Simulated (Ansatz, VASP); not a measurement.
**BeTe: VASP beside Ansatz**

File INCAR:

```
SYSTEM = BeTe
PREC = Accurate
ENCUT = 600
EDIFF = 1E-6
ISMEAR = 1
SIGMA = 0.05
LREAL = .False.
LASPH = .True.
NELM = 120
ALGO = Normal
ISIF = 2
LWAVE = .False.
LCHARG = .False.
GGA = PE
NBANDS = 11
GGA_COMPAT = .False.
```

KPOINTS

```
Automatic mesh
0
Gamma
  6 6 6
  0 0 0
```

Contents of POSCAR:

```
BeTe
1.0
    0.0000000000      2.8286236224      2.8286236224
    2.8286236224      0.0000000000      2.8286236224
    2.8286236224      2.8286236224      0.0000000000
Be Te
1 1
Direct
    0.0000000000      0.0000000000      0.0000000000
    0.2500000000      0.2500000000      0.2500000000
```

Input for Ansatz:

```yaml
crystal:
  lattice:
    - [0.0, 2.8286236224, 2.8286236224]
    - [2.8286236224, 0.0, 2.8286236224]
    - [2.8286236224, 2.8286236224, 0.0]
  atoms:
    - { symbol: Be, position: [0.0, 0.0, 0.0] }
    - { symbol: Te, position: [0.25, 0.25, 0.25] }
kpoints:
  mp_grid: { grid: [6, 6, 6] }
hamiltonian:
  xc: pbe
scf:
  occupations: { method: cold, width: 0.05 }
  n_extra_bands: 4
output:
  forces: true
  stress: true
  eigenvalues: true
```

Alike in both runs: task single point; functional PBE; k mesh 6 × 6 × 6; no spin polarisation.

```csv
,VASP,Ansatz
version,VASP 6.6.1,Ansatz 0.2.0
potentials or method,"VASP PAW PBE potentials, release 64 (Be, Te)",plane waves
plane-wave cutoff (eV),600,420
occupations,"methfessel-paxton of order 1, width 0.05 eV","cold, width 0.05 eV"
valence electrons in the cell,8,18
```

Ansatz gave:

- gap on the k mesh at the Fermi level (eV): 2.02
- pressure (GPa): 0.2

Question: Which values does VASP return?

Answer: gap on the k mesh at the Fermi level (eV): 2.01; pressure (GPa): 0.4.

VASP's potentials hold 8 valence electrons a cell and Ansatz's 18, so a difference there can come from the potentials and not from the codes.

Neither program's run includes spin-orbit coupling.
